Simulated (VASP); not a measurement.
Wanted: the native input for a VASP 6.6.1 run.

```yaml
Task: single point
Functional: PBEsol
Potentials_or_basis: VASP PAW PBE potentials, release 64 (Sn_d)
Cutoff: 520 eV
k_mesh: 16 × 16 × 4
Occupations: gaussian, width 0.15 eV
Spin: no spin polarisation
Dipole_correction: no
Further_INCAR_settings: ALGO = Fast; EDIFF = 1e-07; NBANDS = 36
```

The structure of Sn lies in POSCAR:

```
Sn
1.0
   -1.7265390000      1.7755470000     -2.3383420000
   -1.7265390000     -1.7755470000      2.3383420000
   -0.5755130000     10.0614330000      5.4561313333
Sn
4
Direct
    0.0000000000     -0.2916666667      0.8750000000
    0.2500000000      0.7083333333      0.1250000000
    0.5000000000      0.3750000000      0.3750000000
    0.7500000000      0.0416666667      0.6250000000
```

This cell differs from its parent crystal: the part above a cut slid along it.

These files were run (other wordings do the same):

INCAR

```
PREC = Accurate
ENCUT = 520
EDIFF = 1E-7
ISMEAR = 0
SIGMA = 0.15
LREAL = False
LASPH = True
NELM = 100
ALGO = Fast
ISIF = 2
LWAVE = False
LCHARG = True
GGA = PS
LVHAR = True
NBANDS = 36
KPAR = 4
```

KPOINTS

```
regular mesh
0
Gamma
  16 16 4
```

Potentials or basis: VASP PAW PBE potentials, release 64 (Sn_d).

Command:

```sh
$ cat potpaw_PBE.64/Sn_d/POTCAR > POTCAR
$ mpirun -np 4 vasp_std > vasp.out
```

It gave:

```yaml
Pressure: -3.6 GPa
Largest_force: 0.190 eV/Å
Band_gap_on_the_k_mesh: zero (bands 28 and 29 overlap by 7.19 eV)
```

Caveat: the cell differs from its parent crystal (the part above a cut slid along it); the cell stands under tension; the PAW data sets were made with another functional, which shifts forces and pressure a little; spin-orbit coupling is left out, which moves the levels of the heavy elements.

Run time: 6.8 min on 4 MPI ranks on Intel(R) Xeon(R) Platinum 8559C (Emerald Rapids), on a shared host, peak memory 1.4 GiB a rank.
